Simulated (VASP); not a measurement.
# LiH (I4/mmm) in VASP: notebook, part 2 of 2

VASP 6.6.1. The steps go on from the part before.

**3. Single point, r2SCAN (uniaxial x strain -0.8%)**

Input file POSCAR:

```
LiH
1.0
    0.0000000000      1.9984726927      1.9984726927
    1.9822850639      0.0000000000      1.9984726927
    1.9822850639      1.9984726927      0.0000000000
Li H
1 1
Direct
    0.0000000000      0.0000000000      0.0000000000
    0.5000000000      0.5000000000      0.5000000000
```

Input file INCAR.step1:

```
ALGO = Normal
EDIFF = 1E-4
ENCUT = 520
GGA = PE
ISMEAR = 0
LASPH = True
LCHARG = False
LREAL = False
LWAVE = True
NBANDS = 9
NELM = 80
PREC = Accurate
SIGMA = 0.01
```

Input file INCAR.step2:

```
ALGO = Normal
EDIFF = 1E-6
ENCUT = 520
ISIF = 2
ISMEAR = 0
ISTART = 1
LASPH = True
LCHARG = True
LELF = True
LMIXTAU = True
LREAL = False
LVHAR = True
LWAVE = False
METAGGA = R2SCAN
NBANDS = 9
NELM = 80
PREC = Accurate
SIGMA = 0.01
```

Input file KPOINTS:

```
k-points
0
Gamma
  10 10 10
```

Potentials or basis: VASP PAW PBE potentials, release 64 (Li_sv, H).

Run with:

```bash
$ cat potpaw_PBE.64/Li_sv/POTCAR potpaw_PBE.64/H/POTCAR > POTCAR
$ cp INCAR.step1 INCAR
$ mpirun -np 1 vasp_std > vasp.out
$ cp INCAR.step2 INCAR
$ mpirun -np 1 vasp_std > vasp.out
```

OUTCAR:

```text
EDIFF = 1E-6
   ENCUT = 520
   ISIF = 2
   ISMEAR = 0
   ISTART = 1
   LASPH = True
   LREAL = False
   METAGGA = R2SCAN
   NELM = 80
   PREC = Accurate

 ion  position               nearest neighbor table
   1  0.000  0.000  0.000-
   2  0.500  0.500  0.500-

  LATTYP: Found a body centered tetragonal cell.
 ALAT       =     2.8262671860
 C/A-ratio  =     1.4027584325

  Lattice vectors:

 A1 = (  -1.9822850639,   0.0000000000,  -1.9984726927)
 A2 = (  -1.9822850639,   0.0000000000,   1.9984726927)
 A3 = (   1.9822850639,   1.9984726927,   0.0000000000)

Analysis of symmetry for initial positions (statically):
=====================================================================
 Subroutine PRICEL returns:
 Original cell was already a primitive cell.

 Routine SETGRP: Setting up the symmetry group for a
 body centered tetragonal supercell.

 Subroutine GETGRP returns: Found 16 space group operations
 (whereof 16 operations were pure point group operations)
 out of a pool of 16 trial point group operations.

The static configuration has the point symmetry D_4h.

[... 160 lines left out ...]

 E-fermi :  -0.0292     XC(G=0):  -8.8825

 val. band max:       -0.0683124219   @ k =   0.0000   0.5000   0.5000
 cond. band min:       3.4247616975   @ k =   0.5000   0.5000   0.0000
 fundamental gap:      3.4930741194
 Fermi energy:        -0.0292060365

 k-point     1 :       0.0000    0.0000    0.0000
  band No.  band energies     occupation
      1     -45.8256      2.00000
      2      -5.6193      2.00000
      3      17.7558      0.00000
      4      19.4194      0.00000
      5      19.5005      0.00000
      6      19.5009      0.00000
      7      23.9107      0.00000
      8      23.9109      0.00000
      9      23.9593      0.00000
[... 265 lines left out ...]
 k-point    24 :       0.4000    0.3000   -0.0000
  band No.  band energies     occupation
      1     -45.7759      2.00000
      2      -2.4267      2.00000
      3       7.2440      0.00000
      4      11.4066      0.00000
      5      12.8168      0.00000
      6      17.5573      0.00000
      7      19.4936      0.00000
      8      31.4011      0.00000
      9      32.1913      0.00000

 [... further k-points ...]
[... 5 lines left out ...]
  --------------------------------------------------------------------------------------
  -------------------------------------------------------------------------------------
  Total        0.0437752     -0.0156595     -0.0156595      0.0000000      0.0000000     -0.0000000
  in kB        4.4294174     -1.5845090     -1.5845090      0.0000000      0.0000000     -0.0000000
  external PRESSURE =       0.4201331 kB  Pullay stress =       0.0000000 kB

 VOLUME and BASIS-vectors are now :
 -----------------------------------------------------------------------------
  energy-cutoff  :      520.00
  volume of cell :       15.83
      direct lattice vectors                 reciprocal lattice vectors
     0.000000000  1.998472693  1.998472693    -0.252234156  0.250191059  0.250191059
     1.982285064  0.000000000  1.998472693     0.252234156 -0.250191059  0.250191059
     1.982285064  1.998472693  0.000000000     0.252234156  0.250191059 -0.250191059

 POSITION                                       TOTAL-FORCE (eV/Angst)
 -----------------------------------------------------------------------------------
      0.00000      0.00000      0.00000         0.000000     -0.000000      0.000000
      1.98229      1.99847      1.99847        -0.000000      0.000000     -0.000000
 -----------------------------------------------------------------------------------
    total drift:                                0.000000     -0.000000     -0.000000

  FREE ENERGIE OF THE ION-ELECTRON SYSTEM (eV)
  ---------------------------------------------------
  free  energy   TOTEN  =        -6.8172316752 eV

  energy  without entropy=       -6.8172316752  energy(sigma->0) =       -6.81723168
```

OSZICAR.step1:

```text
N       E                     dE             d eps       ncg     rms          rms(c)
DAV:   1    -0.181161210498E+01   -0.18116E+01   -0.14234E+03  1876   0.407E+02
DAV:   2    -0.630807841797E+01   -0.44965E+01   -0.44653E+01  2619   0.548E+01
DAV:   3    -0.636917931604E+01   -0.61101E-01   -0.61073E-01  2203   0.518E+00
DAV:   4    -0.637004660292E+01   -0.86729E-03   -0.86711E-03  2534   0.380E-01
DAV:   5    -0.637004766302E+01   -0.10601E-05   -0.10601E-05  2223   0.157E-02    0.288E+00
DAV:   6    -0.618666370761E+01    0.18338E+00   -0.14761E-01  2045   0.120E+00    0.145E+00
DAV:   7    -0.612474716730E+01    0.61917E-01   -0.19243E-01  2167   0.155E+00    0.221E-01
DAV:   8    -0.612651289771E+01   -0.17657E-02   -0.42507E-03  2187   0.424E-01    0.433E-02
DAV:   9    -0.612644543772E+01    0.67460E-04   -0.15398E-04  2289   0.488E-02
   1 F= -.61264454E+01 E0= -.61264454E+01  d E =0.000000E+00
```

Wall time 41 s (1 thread of Intel Xeon Platinum 8488C (Sapphire Rapids), shared host); peak memory 0.14 GiB.

Results:

- Free energy: -6.8172 eV
- Band gap on the k mesh: 3.49 eV, indirect (least direct gap 3.55 eV)

Caveat: the cell differs from its parent crystal (uniaxial x strain -0.8%); the cutoff is under 1.25 times the usual one of these potentials, so pressure, stress and relaxed cells hold a basis-set (Pulay) error; the PAW data sets were made with another functional, which shifts forces and pressure a little. A k mesh can miss the band edges.

**4. Single point, r2SCAN (uniaxial z strain +3.5%)**

Input file POSCAR:

```
LiH
1.0
    0.0000000000      1.9984726927      2.0692186260
    1.9984726927      0.0000000000      2.0692186260
    1.9984726927      1.9984726927      0.0000000000
Li H
1 1
Direct
    0.0000000000      0.0000000000      0.0000000000
    0.5000000000      0.5000000000      0.5000000000
```

Input file INCAR.step1:

```
SYSTEM = LiH
  PREC = Accurate
  ENCUT = 520
  ISMEAR = 0
  SIGMA = 0.01
  LREAL = .FALSE.
  LASPH = .TRUE.
  NELM = 100
  NBANDS = 9
  GGA = PE
  ALGO = Normal
  EDIFF = 1E-4
  LWAVE = .TRUE.
  LCHARG = .FALSE.
```

Input file INCAR.step2:

```
SYSTEM = LiH
  PREC = Accurate
  ENCUT = 520
  EDIFF = 1E-7
  ISMEAR = 0
  SIGMA = 0.01
  LREAL = .FALSE.
  LASPH = .TRUE.
  NELM = 100
  ALGO = Normal
  ISIF = 2
  LWAVE = .FALSE.
  LCHARG = .FALSE.
  METAGGA = R2SCAN
  LMIXTAU = .TRUE.
  NBANDS = 9
  ISTART = 1
```

Input file KPOINTS:

```
Automatic mesh
0
G
  10 10 10
  0 0 0
```

Run with:

```bash
$ cat potpaw_PBE.64/Li_sv/POTCAR potpaw_PBE.64/H/POTCAR > POTCAR
$ cp INCAR.step1 INCAR
$ mpirun -np 1 vasp_std > vasp.out
$ cp INCAR.step2 INCAR
$ mpirun -np 1 vasp_std > vasp.out
```

Run time: 60 s. Hardware: 1 thread of Intel Xeon Platinum 8488C (Sapphire Rapids), shared host; peak memory 0.14 GiB.

The run converged. Its results:

- Free energy: -6.8132 eV
- Band gap on the k mesh: 3.20 eV, indirect (least direct gap 3.47 eV)

Levels at points of the mesh, in eV from the valence-band top:
| k point | band 1 | band 2 | band 3 | band 4 | band 5 | band 6 | band 7 |
| --- | --- | --- | --- | --- | --- | --- | --- |
| (0.00, 0.00, 0.00) | -45.84 | -5.43 | 17.15 | 18.92 | 18.92 | 19.26 | 23.29 |
| (0.50, 0.00, 0.00) | -45.80 | -2.65 | 5.52 | 14.54 | 17.55 | 18.18 | 19.05 |
| (0.50, 0.50, 0.00) | -45.79 | -0.26 | 3.20 | 11.91 | 11.91 | 15.16 | 18.89 |
| (0.50, 0.00, 0.50) | -45.79 | 0.00 | 3.67 | 11.18 | 11.49 | 14.62 | 18.61 |

Caveat: the cell differs from its parent crystal (uniaxial z strain +3.5%); the cutoff is under 1.25 times the usual one of these potentials, so pressure, stress and relaxed cells hold a basis-set (Pulay) error; the PAW data sets were made with another functional, which shifts forces and pressure a little. A k mesh can miss the band edges.

**5. The runs side by side**

```tsv
cell	gap on the mesh (eV)
a = 2.748, b = 2.748, c = 2.667 Å, angles 61.0, 61.0, 58.1°, 2 atoms	2.78
a = 2.826, b = 2.815, c = 2.815 Å, angles 60.3, 59.9, 59.9°, 2 atoms	3.49
a = 2.877, b = 2.877, c = 2.826 Å, angles 60.6, 60.6, 58.8°, 2 atoms	3.20
```

Alike in all rows: task single point; level r2SCAN; potentials or basis VASP PAW PBE potentials, release 64 (Li_sv, H); no spin polarisation; k mesh 10 × 10 × 10; cutoff (eV) 520; smearing gaussian 0.01 eV.

Caveats: the cutoff is under 1.25 times the usual one of these potentials, so pressure, stress and relaxed cells hold a basis-set (Pulay) error; the PAW data sets were made with another functional, which shifts forces and pressure a little.

Total energies depend on the potentials used, so only differences within one code and one set of settings carry meaning.
